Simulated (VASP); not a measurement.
# TaN (P1) in VASP: further runs

Runs on TaN. Level: PBE. Tasks: single point.

Everything below comes from runs of VASP 6.6.1. Logs are shortened: lines on timing, memory, paths and dates and some standing lists are left out, and cuts for length are marked.

### 1 The cell of the first run

The typed cell holds 16 atoms: a = 5.976 Å, b = 5.176 Å, c = 5.875 Å, α = 90.00°, β = 90.00°, γ = 90.00°.

### 2 Single point, PBE

Contents of INCAR:

```
PREC = Accurate
ENCUT = 520
EDIFF = 1E-6
ISMEAR = -1
SIGMA = 0.36
LREAL = Auto
LASPH = True
NELM = 80
ALGO = Normal
ISIF = 2
LWAVE = False
LCHARG = False
GGA = PE
NBANDS = 78
```

Contents of KPOINTS:

```
regular mesh
0
Gamma
  2 2 2
```

Contents of POSCAR:

```
TaN
1.0
   -2.9881470000     -5.1756220000      0.0000000000
    4.4822200000     -2.5878110000      0.0000000000
    0.0000000000      0.0000000000      5.8751270000
Ta N
8 8
Direct
    0.7659645549      0.5174477573      0.2265653151
    0.7293483956      0.5036567192      0.7361032366
    0.5470621867      0.0020530523      0.2482499527
    0.5167971890     -0.0182574774      0.7593197560
    0.2148218352      0.5073644806      0.2611518015
    0.2763116524      0.5122148924      0.7294991240
   -0.0150527096      0.0116728521      0.2895086353
    0.0211990738      0.0106969200      0.7635239204
    0.4748358914      0.6560096212      0.0422799371
    0.5205918750      0.7043842224      0.4934361419
    0.2393177241      0.1663498309      0.0458373070
    0.1961333132      0.1900788385      0.4815385267
    0.0137726032      0.6077021126     -0.0527648168
    0.0126784596      0.6293276771      0.5110187405
    0.7992115381      0.1514342357      0.0321354755
    0.7746109676      0.1606015410      0.5592730166
```

Potentials or basis: VASP PAW PBE potentials, release 64 (Ta_pv, N).

Launch:

```
$ cat potpaw_PBE.64/Ta_pv/POTCAR potpaw_PBE.64/N/POTCAR > POTCAR
$ mpirun -np 1 vasp_std > vasp.out
```

OUTCAR:

```text
PREC = Accurate
   ENCUT = 520
   EDIFF = 1E-6
   ISMEAR = -1
   LREAL = Auto
   LASPH = True
   NELM = 80
   ISIF = 2
   GGA = PE

 ion  position               nearest neighbor table
   1  0.766  0.517  0.227-   9 2.17  15 2.22  13 2.26  14 2.30  10 2.35  16 2.69   5 2.69   3 2.83
                             2 2.89   7 2.90   7 2.95   3 2.97   2 3.00   5 3.30
   2  0.729  0.504  0.736-  16 2.07  10 2.16  13 2.17  14 2.24   9 2.48  15 2.55   6 2.71   4 2.78
                             1 2.89   4 2.99   1 3.00   8 3.09   8 3.16   6 3.27
   3  0.547  0.002  0.248-  10 2.12  15 2.12   9 2.20  11 2.35  16 2.42   7 2.63  12 2.69   1 2.83
                             4 2.88   1 2.97   4 3.01   5 3.24   5 3.28   7 3.37
   4  0.517  0.982  0.759-  10 2.12  16 2.15   9 2.38  15 2.49  11 2.55   2 2.78   6 2.83   3 2.88
                             8 2.97   2 2.99   3 3.01   8 3.02   6 3.10
   5  0.215  0.507  0.261-  14 2.00  12 2.09   9 2.16  11 2.18  13 2.26  10 2.50   1 2.69   6 2.78
                             7 2.91   7 2.95   6 3.15   3 3.24   3 3.28   1 3.30
   6  0.276  0.512  0.729-  13 2.08  14 2.12  10 2.25  12 2.27   9 2.31  11 2.59   2 2.71   5 2.78
                             4 2.83   8 3.00   8 3.02   4 3.10   5 3.15   2 3.27
   7  0.985  0.012  0.290-  12 1.93  15 2.01  16 2.16  11 2.24  14 2.37   3 2.63   8 2.79   1 2.90
                             5 2.91   1 2.95   5 2.95   8 3.10   3 3.37
   8  0.021  0.011  0.764-  16 2.05  12 2.17  15 2.19  11 2.26  13 2.35  14 2.47   7 2.79   4 2.97
                             6 3.00   6 3.02   4 3.02   2 3.09   7 3.10   2 3.16
   9  0.475  0.656  0.042-   5 2.16   1 2.17   3 2.20   6 2.31   4 2.38   2 2.48
  10  0.521  0.704  0.493-   3 2.12   4 2.12   2 2.16   6 2.25   1 2.35   5 2.50
  11  0.239  0.166  0.046-   5 2.18   7 2.24   8 2.26   3 2.35   4 2.55   6 2.59
  12  0.196  0.190  0.482-   7 1.93   5 2.09   8 2.17   6 2.27   3 2.69
  13  0.014  0.608  0.947-   6 2.08   2 2.17   1 2.26   5 2.26   8 2.35
  14  0.013  0.629  0.511-   5 2.00   6 2.12   2 2.24   1 2.30   7 2.37   8 2.47
  15  0.799  0.151  0.032-   7 2.01   3 2.12   8 2.19   1 2.22   4 2.49   2 2.55
  16  0.775  0.161  0.559-   8 2.05   2 2.07   4 2.15   7 2.16   3 2.42   1 2.69

  LATTYP: Found a simple orthorhombic cell.
 ALAT       =     5.1756218854
 B/A-ratio  =     1.1351538289
 C/A-ratio  =     1.1547005876

  Lattice vectors:

 A1 = (   4.4822200000,  -2.5878110000,   0.0000000000)
 A2 = (   0.0000000000,   0.0000000000,   5.8751270000)
 A3 = (  -2.9881470000,  -5.1756220000,   0.0000000000)

Analysis of symmetry for initial positions (statically):
=====================================================================
 Subroutine PRICEL returns:
 Original cell was already a primitive cell.

 Routine SETGRP: Setting up the symmetry group for a
 simple orthorhombic supercell.

 Subroutine GETGRP returns: Found  1 space group operations
 (whereof  1 operations were pure point group operations)
 out of a pool of  8 trial point group operations.

The static configuration has the point symmetry C_1 .

Analysis of symmetry for dynamics (positions and initial velocities):
=====================================================================
 Subroutine PRICEL returns:
 Original cell was already a primitive cell.

 Routine SETGRP: Setting up the symmetry group for a
 simple orthorhombic supercell.

 Subroutine GETGRP returns: Found  1 space group operations
 (whereof  1 operations were pure point group operations)
 out of a pool of  8 trial point group operations.

The dynamic configuration has the point symmetry C_1 .

 Subroutine INISYM returns: Found  1 space group operations
 (whereof  1 operations are pure point group operations),
 and found     1 'primitive' translations

----------------------------------------------------------------------------------------

                                     Primitive cell

  volume of cell :     181.7238

  direct lattice vectors                    reciprocal lattice vectors
    -2.988147000 -5.175622000  0.000000000    -0.083663896 -0.144910115  0.000000000
     4.482220000 -2.587811000  0.000000000     0.167327793 -0.096606754  0.000000000
     0.000000000  0.000000000  5.875127000     0.000000000  0.000000000  0.170209087

  length of vectors
     5.976293632  5.175621885  5.875127000     0.167327789  0.193213496  0.170209087

  position of ions in fractional coordinates (direct lattice)
     0.765964555  0.517447757  0.226565315
     0.729348396  0.503656719  0.736103237
     0.547062187  0.002053052  0.248249953
     0.516797189  0.981742523  0.759319756
     0.214821835  0.507364481  0.261151801
     0.276311652  0.512214892  0.729499124
[... 8 lines left out ...]
     0.799211538  0.151434236  0.032135475
     0.774610968  0.160601541  0.559273017

  ion indices of the primitive-cell ions
   primitive index   ion index
                 1           1
                 2           2
                 3           3
                 4           4
                 5           5
                 6           6
[... 8 lines left out ...]
                15          15
                16          16

----------------------------------------------------------------------------------------

 KPOINTS: regular mesh

Automatic generation of k-mesh.
 Grid dimensions read from file:
 generate k-points for:    2    2    2

 Generating k-lattice:

  Cartesian coordinates                     Fractional coordinates (reciprocal lattice)
    -0.041831948 -0.072455057  0.000000000     0.500000000  0.000000000  0.000000000
     0.083663896 -0.048303377  0.000000000    -0.000000000  0.500000000  0.000000000
     0.000000000  0.000000000  0.085104543     0.000000000  0.000000000  0.500000000

  Length of vectors
     0.083663895  0.096606748  0.085104543

  Shift w.r.t. Gamma in fractional coordinates (k-lattice)
     0.000000000  0.000000000  0.000000000

 Subroutine IBZKPT returns following result:
 ===========================================

 Found      8 irreducible k-points:

 Following reciprocal coordinates:
            Coordinates               Weight
  0.000000  0.000000  0.000000      1.000000
  0.500000  0.000000  0.000000      1.000000
  0.000000  0.500000  0.000000      1.000000
  0.500000  0.500000  0.000000      1.000000
  0.000000  0.000000  0.500000      1.000000
  0.500000  0.000000  0.500000      1.000000
  0.000000  0.500000  0.500000      1.000000
  0.500000  0.500000  0.500000      1.000000
   k-points           NKPTS =      8   k-points in BZ     NKDIM =      8   number of bands    NBANDS=     78
   number of dos      NEDOS =    301   number of ions     NIONS =     16
   total plane-waves  NPLWV =  92160
   dimension x,y,z NGX =    48 NGY =   40 NGZ =   48
   dimension x,y,z NGXF=    96 NGYF=   80 NGZF=   96
   ions per type =               8   8
   NGX,Y,Z   is equivalent  to a cutoff of  13.35, 12.85, 13.58 a.u.
   NGXF,Y,Z  is equivalent  to a cutoff of  26.70, 25.70, 27.16 a.u.
 SYSTEM =  unknown system
   PREC   = accura    normal or accurate (medium, high low for compatibility)
   ISTART =      0    job   : 0-new  1-cont  2-samecut
   ICHARG =      2    charge: 1-file 2-atom 10-const
   ISPIN  =      1    spin polarized calculation?
   LNONCOLLINEAR =      F non collinear calculations
   LSORBIT =      F    spin-orbit coupling
   LASPH  =      T    aspherical Exc in radial PAW
   ENCUT  =  520.0 eV  38.22 Ry    6.18 a.u.  11.11  9.62 10.92*2*pi/ulx,y,z
   NELM   =     80;   NELMIN=  2; NELMDL= -5     # of ELM steps
   EDIFF  = 0.1E-05   stopping-criterion for ELM
   LREAL  =      T    real-space projection
   EDIFFG = 0.1E-04   stopping-criterion for IOM
   NSW    =      0    number of steps for IOM
   IBRION =     -1    ionic relax: 0-MD 1-quasi-New 2-CG
   NFREE  =      0    steps in history (QN), initial steepest desc. (CG)
   ISIF   =      2    stress and relaxation
   ISYM   =      2    0-nonsym 1-usesym 2-fastsym
   POTIM  = 0.5000    time-step for ionic-motion
   TEBEG  =    0.0;   TEEND  =   0.0 temperature during run
   PSTRESS=    0.0 pullay stress
   NELECT =     128.0000    total number of electrons
   NUPDOWN=      -1.0000    fix difference up-down
   EMIN   =  10.00;   EMAX   =-10.00  energy-range for DOS
   EFERMI =   0.00;   METHOD = LEGACY
   ISMEAR =    -1;   SIGMA  =   0.36  broadening in eV -4-tet -1-fermi 0-gaus
   EFERMI_NEDOS =   21; number of points for ismear=-14 and -15
   IALGO  =     38    algorithm
   IMIX   =      4    mixing-type and parameters
     AMIX     =   0.40;   BMIX     =  1.00
     AMIX_MAG =   1.60;   BMIX_MAG =  1.00
  volume/ion in A,a.u.               =      11.36        76.65
  Fermi-wavevector in a.u.,A,eV,Ry     =   1.456602  2.752579 28.867338  2.121689
  Thomas-Fermi vector in A             =   2.573501
   LORBIT       =      0    0 simple, 1 ext, 2 COOP (PROOUT), +10 PAW based schemes
   GGA     = PE    functional components
[... 5 lines left out ...]
 non-spin polarized calculation
  energy-cutoff  :      520.00
  volume of cell :      181.72
 maximum number of plane-waves:      4920
 NGX is ok and might be reduce to    48
   NGX = 23   NGY = 19   NGZ = 21

 number of electron     128.0000007 magnetization

 Free energy of the ion-electron system (eV)
  ---------------------------------------------------
  ext. energy  EPLUGINS =         0.00000000
  ---------------------------------------------------
  free energy    TOTEN  =      -171.65379009 eV

  energy without entropy =     -169.36681518  energy(sigma->0) =     -170.51030263

 E-fermi :   7.7061     XC(G=0): -12.9998

 val. band max:        7.6945987157   @ k =   0.5000   0.5000   0.0000
 cond. band min:       7.7931000231   @ k =   0.5000   0.5000   0.5000
 fundamental gap:      0.0985013073
 Fermi energy:         7.7061433742

 k-point     1 :       0.0000    0.0000    0.0000
  band No.  band energies     occupation
      1     -27.9981      2.00000
      2     -27.9706      2.00000
      3     -27.8374      2.00000
      4     -27.8169      2.00000
      5     -27.7891      2.00000
      6     -27.7556      2.00000
[... 68 lines left out ...]
     75      10.7026      0.00049
     76      10.7800      0.00039
[... 551 lines left out ...]
     75      10.5862      0.00067
     76      10.7646      0.00041
 [bands above 76 left out]

------------------------ aborting loop because EDIFF is reached ----------------------------------------

  FORCE on cell =-STRESS in cart. coord.  units (eV):
  Direction    XX          YY          ZZ          XY          YZ          ZX
  --------------------------------------------------------------------------------------
  -------------------------------------------------------------------------------------
  Total       10.1601579     10.8078079     10.6120324      3.7368103     -3.5896698     -0.4492700
  in kB       89.5775774     95.2876180     93.5615532     32.9457884    -31.6485164     -3.9610127
  external PRESSURE =      92.8089162 kB  Pullay stress =       0.0000000 kB

 VOLUME and BASIS-vectors are now :
 -----------------------------------------------------------------------------
  energy-cutoff  :      520.00
  volume of cell :      181.72
      direct lattice vectors                 reciprocal lattice vectors
    -2.988147000 -5.175622000  0.000000000    -0.083663896 -0.144910115  0.000000000
     4.482220000 -2.587811000  0.000000000     0.167327793 -0.096606754  0.000000000
     0.000000000  0.000000000  5.875127000     0.000000000  0.000000000  0.170209087

 POSITION                                       TOTAL-FORCE (eV/Angst)
 -----------------------------------------------------------------------------------
      0.03050     -5.30340      1.33110         0.117382      1.566456      1.874792
      0.07810     -5.07820      4.32470        -2.078105     -2.898658      1.480550
     -1.62550     -2.83670      1.45850         3.206582      4.282190      1.014028
      2.85612     -5.21531      4.46110         2.011233     -0.713752      1.284983
      1.63220     -2.42480      1.53430        -3.016346     -2.963817     -3.752104
      1.47020     -2.75560      4.28590        -0.254661      2.961571      2.791365
[... 8 lines left out ...]
     -1.70940     -4.52830      0.18880         1.964930      2.009837     -2.450400
     -1.59480     -4.42470      3.28580         0.753699      1.752442     -2.441086
 -----------------------------------------------------------------------------------
    total drift:                                0.002158     -0.001144      0.001259

  FREE ENERGIE OF THE ION-ELECTRON SYSTEM (eV)
  ---------------------------------------------------
  free  energy   TOTEN  =      -171.6537900862 eV

  energy  without entropy=     -169.3668151786  energy(sigma->0) =     -170.51030263
```

Wall time 7.6 min (1 thread of AMD EPYC 7R13 (Zen 3), shared host); peak memory 0.29 GiB.

What came out:

| Property | Result |
| --- | --- |
| Free energy | -171.6538 eV |
| Pressure | 9.3 GPa |
| Largest force | 5.690 eV/Å |

Forces in eV/Å, atoms in the order of the input:
```
Ta   0.117  1.566  1.875
Ta  -2.078 -2.899  1.481
Ta   3.207  4.282  1.014
Ta   2.011 -0.714  1.285
Ta  -3.016 -2.964 -3.752
Ta  -0.255  2.962  2.791
Ta  -2.870 -1.868 -2.975
Ta  -1.769  0.912  2.005
N   -0.074 -1.921 -2.620
N   -1.029  1.138  0.100
N   -1.183 -0.725 -1.946
N   -1.669 -4.047  3.635
N    2.198  0.020  1.857
N    3.692  0.495  0.142
N    1.965  2.010 -2.450
N    0.754  1.752 -2.441
```

Stress tensor (GPa, compression positive):
```
 8.96  3.29 -0.40
 3.29  9.53 -3.16
-0.40 -3.16  9.36
```

Caveat: the k points lie up to 0.61 Å⁻¹ apart; spin-orbit coupling is left out, which moves the levels of the heavy elements; forces of over 1 eV/Å act on the atoms, so gaps and moduli don't describe the material at rest.

### 3 Single point, PBE

Contents of INCAR:

```
SYSTEM = TaN
PREC = Accurate
ENCUT = 520
EDIFF = 1E-7
ISMEAR = -1
SIGMA = 0.36
LREAL = Auto
LASPH = .TRUE.
NELM = 100
ALGO = Normal
ISIF = 2
LWAVE = .FALSE.
LCHARG = .TRUE.
GGA = PE
LELF = .TRUE.
LVHAR = .TRUE.
NBANDS = 78
```

Contents of KPOINTS:

```
regular mesh
0
G
  2 2 2
  0 0 0
```

Contents of POSCAR:

```
TaN
1.0
   -2.9881470000     -5.1756220000      0.0000000000
    4.4822200000     -2.5878110000      0.0000000000
    0.0000000000      0.0000000000      5.8751270000
Ta N
8 8
Direct
    0.7685525768      0.5363074719      0.2403352302
    0.7604950320      0.4907101723      0.7671153321
    0.5147486728      0.0355727078      0.3136102420
    0.4890660936      0.0346929380      0.7796086791
    0.2364625769      0.5375427667      0.2700367158
    0.2157351305      0.5347904126      0.7691067785
   -0.0201207274      0.0406665244      0.2535434553
    0.0572382941      0.0384712122      0.7919658588
    0.5195326256      0.7067345772      0.0044764990
    0.5256601098      0.7469177506      0.5469839205
    0.2677616084      0.1642960513      0.0716920673
    0.2325804523      0.1841909993      0.5287375064
    0.0764142206      0.7487443553      0.0546541377
    0.0498177406      0.6683881496      0.4964658636
    0.7460972946      0.2012057402      0.0438799025
    0.7631570864      0.2207222221      0.5364139362
```

Potentials or basis: VASP PAW PBE potentials, release 64 (Ta_pv, N).

Launch:

```
$ cat potpaw_PBE.64/Ta_pv/POTCAR potpaw_PBE.64/N/POTCAR > POTCAR
$ mpirun -np 1 vasp_std > vasp.out
```

Wall time 6.8 min (1 thread of AMD EPYC 7R13 (Zen 3), shared host); peak memory 0.29 GiB.

The run converged. Its results:

| Property | Result |
| --- | --- |
| Free energy | -170.9665 eV |
| Pressure | 14.0 GPa |
| Largest force | 7.327 eV/Å |
| Band gap on the k mesh | 0.13 eV, indirect (least direct gap 0.32 eV) |

Forces on the atoms (eV/Å):
```
Ta   1.760  0.421  3.659
Ta   4.854 -0.152  0.300
Ta   1.179  0.449 -4.121
Ta  -1.695 -2.509  2.372
Ta  -5.956 -4.145 -1.019
Ta  -2.261 -4.266  1.669
Ta  -1.454 -3.081  5.480
Ta   1.495  4.726 -1.119
N   -0.603  0.272  1.127
N   -2.921  1.842 -0.989
N    1.773 -0.847 -1.677
N   -0.145 -1.832 -0.818
N    0.068  3.858 -2.892
N    5.313  2.994  1.905
N    0.090  0.538 -1.763
N   -1.499  1.730 -2.115
```

Stress tensor (GPa, compression positive):
```
13.52  0.39  3.48
 0.39 11.41  0.28
 3.48  0.28 17.09
```

Levels at points of the mesh, in eV from the valence-band top:
| k point | band 61 | band 62 | band 63 | band 64 | band 65 | band 66 | band 67 | band 68 |
| --- | --- | --- | --- | --- | --- | --- | --- | --- |
| (0.00, 0.00, 0.00) | -1.04 | -0.88 | -0.45 | 0.00 | 0.40 | 0.47 | 0.65 | 0.91 |
| (0.50, 0.00, 0.00) | -0.82 | -0.51 | -0.33 | -0.12 | 0.44 | 0.67 | 0.83 | 1.14 |
| (0.00, 0.50, 0.00) | -1.48 | -1.28 | -0.56 | -0.15 | 0.86 | 1.46 | 1.56 | 1.64 |
| (0.50, 0.50, 0.00) | -1.72 | -1.14 | -0.78 | -0.53 | 0.34 | 0.95 | 1.33 | 1.44 |
| (0.00, 0.00, 0.50) | -1.07 | -0.88 | -0.19 | -0.09 | 0.23 | 0.54 | 0.90 | 1.16 |
| (0.50, 0.00, 0.50) | -0.95 | -0.73 | -0.45 | -0.22 | 0.46 | 0.63 | 0.79 | 1.12 |
| (0.00, 0.50, 0.50) | -1.27 | -1.05 | -0.96 | -0.64 | 0.66 | 0.96 | 1.07 | 1.40 |
| (0.50, 0.50, 0.50) | -1.22 | -0.99 | -0.74 | -0.32 | 0.13 | 0.32 | 0.81 | 1.08 |

Caveat: the k points lie up to 0.61 Å⁻¹ apart; spin-orbit coupling is left out, which moves the levels of the heavy elements; forces of over 1 eV/Å act on the atoms, so gaps and moduli don't describe the material at rest.

(Continued in part 2 of 2.)
